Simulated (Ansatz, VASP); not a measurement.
**HfO2 in VASP and in Ansatz**

File POSCAR:

```
HfO2
1.0
    0.0000000000      2.5575000000      2.5575000000
    2.6534062500      0.0000000000      2.5575000000
    2.6534062500      2.5575000000      0.0000000000
Hf O
1 2
Direct
    0.0000000000      0.0000000000      0.0000000000
    0.2500000000      0.2500000000      0.2500000000
    0.7500000000      0.7500000000      0.7500000000
```

Contents of INCAR.step1:

```
SYSTEM = HfO2
PREC = Accurate
ENCUT = 520
ISMEAR = 0
SIGMA = 0.05
LREAL = .False.
LASPH = .True.
NELM = 80
NBANDS = 18
GGA = PE
ALGO = Normal
EDIFF = 1E-4
LWAVE = .True.
LCHARG = .False.
```

Contents of INCAR.step2:

```
SYSTEM = HfO2
PREC = Accurate
ENCUT = 520
EDIFF = 1E-7
ISMEAR = 0
SIGMA = 0.05
LREAL = .False.
LASPH = .True.
NELM = 80
ALGO = Normal
ISIF = 2
LWAVE = .False.
LCHARG = .False.
METAGGA = R2SCAN
LMIXTAU = .True.
NBANDS = 18
ISTART = 1
```

Contents of KPOINTS:

```
regular mesh
0
Gamma
  8 8 8
  0 0 0
```

Input for Ansatz:

```yaml
crystal:
  lattice:
    - [0.0, 2.5575, 2.5575]
    - [2.65340625, 0.0, 2.5575]
    - [2.65340625, 2.5575, 0.0]
  atoms:
    - { symbol: Hf, position: [0.0, 0.0, 0.0] }
    - { symbol: O, position: [0.25, 0.25, 0.25] }
    - { symbol: O, position: [0.75, 0.75, 0.75] }
basis:
  ecutwfc: 500
kpoints:
  mp_grid: { grid: [8, 8, 8] }
hamiltonian:
  xc: r2scan
scf:
  occupations: { method: gaussian, width: 0.05 }
output:
  forces: true
  stress: true
  eigenvalues: true
```

Change from the starting cell: strain +0.0375 x Voigt [1, 0, 0, 0, 0, 0], atoms carried along.

Alike in both runs: task single point; functional r2SCAN; k mesh 8 × 8 × 8; occupations gaussian, width 0.05 eV; no spin polarisation.

```csv
,VASP,Ansatz
version,VASP 6.6.1,Ansatz 0.2.0
potentials or method,"VASP PAW PBE potentials, release 64 (Hf_pv, O), cutoff 520 eV","scalar-relativistic, plane waves, PAW"
valence electrons in the cell,22,38
```

VASP gave:

- gap on the k mesh at the Fermi level (eV): 3.84
- least direct gap on the mesh (eV): 3.90
- pressure (GPa): -19.6
- traceless stress, the component that is largest in VASP (GPa): -11.29

Q: Which values does Ansatz return?

A: gap on the k mesh at the Fermi level (eV): 3.85; least direct gap on the mesh (eV): 3.91; pressure (GPa): -16.4; traceless stress, the component that is largest in VASP (GPa): -11.12.

VASP's potentials were made for PBE, not for r2SCAN. VASP's potentials hold 22 valence electrons a cell and Ansatz's 38, so a difference there can come from the potentials and not from the codes.

Spin-orbit coupling is off throughout.
